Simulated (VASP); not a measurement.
# SnSe (Fm-3m) in VASP: further runs

The runs below take SnSe through single point, with PBE, r2SCAN.

Everything below comes from runs of VASP 6.6.1. Logs are shortened: lines on timing, memory, paths and dates and some standing lists are left out, and cuts for length are marked.

## (1) The cell of the first run

It takes space group Fm-3m (No. 225, cubic). The conventional cell has a = 6.175 Å, b = 6.175 Å, c = 6.175 Å, α = 90.00°, β = 90.00°, γ = 90.00°. Sn (site symmetry m-3m) has 6 Se at 3.09 Å within 4.1 Å. Se (site symmetry m-3m) has 6 Sn at 3.09 Å within 4.1 Å.

## (2) Single point, PBE (volume changed by +6%)

File INCAR:

```
SYSTEM = SnSe
PREC     = Accurate       ! precision mode
ENCUT    = 520            ! plane-wave cutoff, eV
EDIFF    = 1E-6           ! SCF threshold, eV
ISMEAR   = -1             ! smearing method
SIGMA    = 0.02           ! smearing width, eV
LREAL    = .FALSE.        ! projectors in reciprocal space
LASPH    = .TRUE.         ! aspherical terms in the spheres
NELM     = 60             ! most SCF steps
ALGO     = Normal         ! electronic algorithm
ISIF     = 2              ! what is computed and relaxed
LWAVE    = .FALSE.        ! write WAVECAR
LCHARG   = .FALSE.        ! write CHGCAR
GGA      = PE             ! functional
NBANDS   = 17             ! bands
```

File KPOINTS:

```
regular mesh
0
G
  6 6 6
  0 0 0
```

File POSCAR:

```
SnSe
1.0
    0.0000000000      3.0875359117      3.0875359117
    3.0875359117      0.0000000000      3.0875359117
    3.0875359117      3.0875359117      0.0000000000
Sn Se
1 1
Direct
    0.0000000000      0.0000000000      0.0000000000
    0.5000000000      0.5000000000      0.5000000000
```

Potentials or basis: VASP PAW PBE potentials, release 64 (Sn_d, Se).

Command:

```console
$ cat potpaw_PBE.64/Sn_d/POTCAR potpaw_PBE.64/Se/POTCAR > POTCAR
$ mpirun -np 1 vasp_std > vasp.out
```

OUTCAR:

```text
SYSTEM = SnSe
   PREC = Accurate
   ENCUT = 520
   EDIFF = 1E-6
   ISMEAR = -1
   LREAL = .FALSE.
   LASPH = .TRUE.
   NELM = 60
   ISIF = 2
   GGA = PE

 ion  position               nearest neighbor table
   1  0.000  0.000  0.000-   2 3.09   2 3.09   2 3.09   2 3.09   2 3.09   2 3.09
   2  0.500  0.500  0.500-   1 3.09   1 3.09   1 3.09   1 3.09   1 3.09   1 3.09

  LATTYP: Found a face centered cubic cell.
 ALAT       =     6.1750718234

  Lattice vectors:

 A1 = (   0.0000000000,   3.0875359117,   3.0875359117)
 A2 = (   3.0875359117,   0.0000000000,   3.0875359117)
 A3 = (   3.0875359117,   3.0875359117,   0.0000000000)

Analysis of symmetry for initial positions (statically):
[... 5 lines left out ...]
 face centered cubic supercell.

 Subroutine GETGRP returns: Found 48 space group operations
 (whereof 48 operations were pure point group operations)
 out of a pool of 48 trial point group operations.

The static configuration has the point symmetry O_h .

Analysis of symmetry for dynamics (positions and initial velocities):
[... 5 lines left out ...]
 face centered cubic supercell.

 Subroutine GETGRP returns: Found 48 space group operations
 (whereof 48 operations were pure point group operations)
 out of a pool of 48 trial point group operations.

The dynamic configuration has the point symmetry O_h .

 Subroutine INISYM returns: Found 48 space group operations
 (whereof 48 operations are pure point group operations),
 and found     1 'primitive' translations

----------------------------------------------------------------------------------------

                                     Primitive cell

  volume of cell :      58.8662

  direct lattice vectors                    reciprocal lattice vectors
     0.000000000  3.087535912  3.087535912    -0.161941436  0.161941436  0.161941436
     3.087535912  0.000000000  3.087535912     0.161941436 -0.161941436  0.161941436
     3.087535912  3.087535912  0.000000000     0.161941436  0.161941436 -0.161941436

  length of vectors
     4.366435161  4.366435161  4.366435161     0.280490795  0.280490795  0.280490795

  position of ions in fractional coordinates (direct lattice)
     0.000000000  0.000000000  0.000000000
     0.500000000  0.500000000  0.500000000

  ion indices of the primitive-cell ions
   primitive index   ion index
                 1           1
                 2           2

----------------------------------------------------------------------------------------

 KPOINTS: regular mesh

Automatic generation of k-mesh.
 Grid dimensions read from file:
 generate k-points for:    6    6    6

 Generating k-lattice:

  Cartesian coordinates                     Fractional coordinates (reciprocal lattice)
    -0.026990239  0.026990239  0.026990239     0.166666667  0.000000000  0.000000000
     0.026990239 -0.026990239  0.026990239     0.000000000  0.166666667  0.000000000
     0.026990239  0.026990239 -0.026990239     0.000000000  0.000000000  0.166666667

  Length of vectors
     0.046748466  0.046748466  0.046748466

  Shift w.r.t. Gamma in fractional coordinates (k-lattice)
     0.000000000  0.000000000  0.000000000

 Subroutine IBZKPT returns following result:
 ===========================================

 Found     16 irreducible k-points:

 Following reciprocal coordinates:
            Coordinates               Weight
  0.000000  0.000000  0.000000      1.000000
  0.166667  0.000000  0.000000      8.000000
  0.333333  0.000000  0.000000      8.000000
  0.500000  0.000000  0.000000      4.000000
  0.166667  0.166667  0.000000      6.000000
  0.333333  0.166667  0.000000     24.000000
[... 8 lines left out ...]
 -0.333333  0.333333  0.166667     24.000000
 -0.333333  0.500000  0.166667     12.000000
   k-points           NKPTS =     16   k-points in BZ     NKDIM =     16   number of bands    NBANDS=     17
   number of dos      NEDOS =    301   number of ions     NIONS =      2
   total plane-waves  NPLWV =  32768
   dimension x,y,z NGX =    32 NGY =   32 NGZ =   32
   dimension x,y,z NGXF=    64 NGYF=   64 NGZF=   64
   ions per type =               1   1
   NGX,Y,Z   is equivalent  to a cutoff of  12.18, 12.18, 12.18 a.u.
   NGXF,Y,Z  is equivalent  to a cutoff of  24.37, 24.37, 24.37 a.u.
 SYSTEM =  SnSe
   PREC   = accura    normal or accurate (medium, high low for compatibility)
   ISTART =      0    job   : 0-new  1-cont  2-samecut
   ICHARG =      2    charge: 1-file 2-atom 10-const
   ISPIN  =      1    spin polarized calculation?
   LNONCOLLINEAR =      F non collinear calculations
   LSORBIT =      F    spin-orbit coupling
   LASPH  =      T    aspherical Exc in radial PAW
   ENCUT  =  520.0 eV  38.22 Ry    6.18 a.u.   8.12  8.12  8.12*2*pi/ulx,y,z
   NELM   =     60;   NELMIN=  2; NELMDL= -5     # of ELM steps
   EDIFF  = 0.1E-05   stopping-criterion for ELM
   LREAL  =      F    real-space projection
   EDIFFG = 0.1E-04   stopping-criterion for IOM
   NSW    =      0    number of steps for IOM
   IBRION =     -1    ionic relax: 0-MD 1-quasi-New 2-CG
   NFREE  =      0    steps in history (QN), initial steepest desc. (CG)
   ISIF   =      2    stress and relaxation
   ISYM   =      2    0-nonsym 1-usesym 2-fastsym
   POTIM  = 0.5000    time-step for ionic-motion
   TEBEG  =    0.0;   TEEND  =   0.0 temperature during run
   PSTRESS=    0.0 pullay stress
   NELECT =      20.0000    total number of electrons
   NUPDOWN=      -1.0000    fix difference up-down
   EMIN   =  10.00;   EMAX   =-10.00  energy-range for DOS
   EFERMI =   0.00;   METHOD = LEGACY
   ISMEAR =    -1;   SIGMA  =   0.02  broadening in eV -4-tet -1-fermi 0-gaus
   EFERMI_NEDOS =   21; number of points for ismear=-14 and -15
   IALGO  =     38    algorithm
   IMIX   =      4    mixing-type and parameters
     AMIX     =   0.40;   BMIX     =  1.00
     AMIX_MAG =   1.60;   BMIX_MAG =  1.00
  volume/ion in A,a.u.               =      29.43       198.62
  Fermi-wavevector in a.u.,A,eV,Ry     =   1.142342  2.158713 17.754858  1.304945
  Thomas-Fermi vector in A             =   2.279040
   LORBIT       =      0    0 simple, 1 ext, 2 COOP (PROOUT), +10 PAW based schemes
   GGA     = PE    functional components
   LHFCALC =     F    Hartree Fock is set to
   AEXX    =    0.0000 exact exchange contribution
   IVDW    =     0    specifies the selected vdW correction
   LEPSILON=     F    determine dielectric tensor
   LRPA    =     F    only Hartree local field effects (RPA)
 non-spin polarized calculation
  energy-cutoff  :      520.00
  volume of cell :       58.87
 maximum number of plane-waves:      1600
   NGX = 17   NGY = 17   NGZ = 17

 number of electron      19.9999995 magnetization

 Free energy of the ion-electron system (eV)
  ---------------------------------------------------
  ext. energy  EPLUGINS =         0.00000000
  ---------------------------------------------------
  free energy    TOTEN  =        -8.20418221 eV

  energy without entropy =       -8.20416781  energy(sigma->0) =       -8.20417501

 E-fermi :   4.9461     XC(G=0):  -9.2623

 val. band max:        4.8127437825   @ k =   0.5000   0.0000   0.0000
 cond. band min:       5.0795153898   @ k =   0.5000   0.0000   0.0000
 fundamental gap:      0.2667716073
 Fermi energy:         4.9461295935

 k-point     1 :       0.0000    0.0000    0.0000
  band No.  band energies     occupation
      1     -16.8705      2.00000
      2     -16.8705      2.00000
      3     -16.8705      2.00000
      4     -16.8661      2.00000
      5     -16.8661      2.00000
      6      -8.6202      2.00000
[... 9 lines left out ...]
     16      10.7214      0.00000
     17      12.8388      0.00000

 k-point     2 :       0.1667    0.0000    0.0000
  band No.  band energies     occupation
      1     -16.8700      2.00000
      2     -16.8696      2.00000
      3     -16.8696      2.00000
      4     -16.8660      2.00000
      5     -16.8660      2.00000
      6      -8.4579      2.00000
[... 9 lines left out ...]
     16      11.3044      0.00000
     17      14.3385      0.00000

 k-point     3 :       0.3333    0.0000    0.0000
  band No.  band energies     occupation
      1     -16.8713      2.00000
      2     -16.8713      2.00000
      3     -16.8690      2.00000
      4     -16.8624      2.00000
      5     -16.8624      2.00000
      6      -8.0785      2.00000
[... 9 lines left out ...]
     16      12.8493      0.00000
     17      16.0798      0.00000

 k-point     4 :       0.5000    0.0000    0.0000
  band No.  band energies     occupation
      1     -16.8725      2.00000
      2     -16.8725      2.00000
      3     -16.8685      2.00000
      4     -16.8602      2.00000
      5     -16.8602      2.00000
      6      -7.8483      2.00000
[... 9 lines left out ...]
     16      14.8745      0.00000
     17      14.8745      0.00000

 k-point     5 :       0.1667    0.1667    0.0000
  band No.  band energies     occupation
      1     -16.8717      2.00000
      2     -16.8695      2.00000
      3     -16.8675      2.00000
      4     -16.8675      2.00000
      5     -16.8647      2.00000
      6      -8.4047      2.00000
[... 9 lines left out ...]
     16      12.2518      0.00000
     17      13.1796      0.00000

 k-point     6 :       0.3333    0.1667    0.0000
  band No.  band energies     occupation
      1     -16.8732      2.00000
      2     -16.8708      2.00000
      3     -16.8674      2.00000
      4     -16.8644      2.00000
      5     -16.8616      2.00000
      6      -8.0973      2.00000
[... 9 lines left out ...]
     16      13.6907      0.00000
     17      15.0601      0.00000
[... 121 lines left out ...]
 k-point    13 :       0.5000    0.5000    0.0000
  band No.  band energies     occupation
      1     -16.8843      2.00000
      2     -16.8750      2.00000
      3     -16.8606      2.00000
      4     -16.8580      2.00000
      5     -16.8580      2.00000
      6      -7.6360      2.00000
[... 9 lines left out ...]
     16      15.7165      0.00000
     17      17.1526      0.00000

 k-point    14 :       0.5000    0.3333    0.1667
  band No.  band energies     occupation
      1     -16.8758      2.00000
      2     -16.8701      2.00000
      3     -16.8668      2.00000
      4     -16.8614      2.00000
      5     -16.8613      2.00000
      6      -7.8252      2.00000
[... 9 lines left out ...]
     16      14.5762      0.00000
     17      14.9120      0.00000

 k-point    15 :      -0.3333    0.3333    0.1667
  band No.  band energies     occupation
      1     -16.8767      2.00000
      2     -16.8680      2.00000
      3     -16.8652      2.00000
      4     -16.8651      2.00000
      5     -16.8594      2.00000
      6      -7.6736      2.00000
[... 9 lines left out ...]
     16      15.9604      0.00000
     17      16.0116      0.00000

 k-point    16 :      -0.3333    0.5000    0.1667
  band No.  band energies     occupation
      1     -16.8802      2.00000
      2     -16.8709      2.00000
      3     -16.8636      2.00000
      4     -16.8623      2.00000
      5     -16.8580      2.00000
      6      -7.6175      2.00000
[... 9 lines left out ...]
     16      15.5073      0.00000
     17      17.2942      0.00000

------------------------ aborting loop because EDIFF is reached ----------------------------------------

  FORCE on cell =-STRESS in cart. coord.  units (eV):
  Direction    XX          YY          ZZ          XY          YZ          ZX
  --------------------------------------------------------------------------------------
  -------------------------------------------------------------------------------------
  Total       -1.0177586     -1.0177586     -1.0177586      0.0000000      0.0000000      0.0000000
  in kB      -27.7006092    -27.7006092    -27.7006092      0.0000000      0.0000000      0.0000000
  external PRESSURE =     -27.7006092 kB  Pullay stress =       0.0000000 kB

 VOLUME and BASIS-vectors are now :
 -----------------------------------------------------------------------------
  energy-cutoff  :      520.00
  volume of cell :       58.87
      direct lattice vectors                 reciprocal lattice vectors
     0.000000000  3.087535912  3.087535912    -0.161941436  0.161941436  0.161941436
     3.087535912  0.000000000  3.087535912     0.161941436 -0.161941436  0.161941436
     3.087535912  3.087535912  0.000000000     0.161941436  0.161941436 -0.161941436

 POSITION                                       TOTAL-FORCE (eV/Angst)
 -----------------------------------------------------------------------------------
      0.00000      0.00000      0.00000        -0.000000      0.000000     -0.000000
      3.08754      3.08754      3.08754         0.000000     -0.000000      0.000000
 -----------------------------------------------------------------------------------
    total drift:                                0.000000     -0.000000     -0.000000

  FREE ENERGIE OF THE ION-ELECTRON SYSTEM (eV)
  ---------------------------------------------------
  free  energy   TOTEN  =        -8.2041822122 eV

  energy  without entropy=       -8.2041678077  energy(sigma->0) =       -8.20417501
```

Run time: 7.9 s. Hardware: 1 thread of Intel Xeon 6975P-C, shared host; peak memory 0.18 GiB.

Results:

* Free energy: -8.2042 eV
* Pressure: -2.8 GPa
* Band gap on the k mesh: 0.27 eV, direct

Levels at points of the mesh, in eV from the valence-band top:
```tsv
k point	band 8	band 9	band 10	band 11	band 12	band 13
(0.00, 0.00, 0.00)	-2.03	-2.03	-2.03	3.99	3.99	3.99
(0.50, 0.00, 0.00)	-1.80	-1.80	0.00	0.27	1.25	1.25
(0.50, 0.50, 0.00)	-5.00	-3.34	-3.34	3.23	4.88	4.88
```

Caveat: spin-orbit coupling is left out, which moves the levels of the heavy elements.

[end of part 1 of 2]
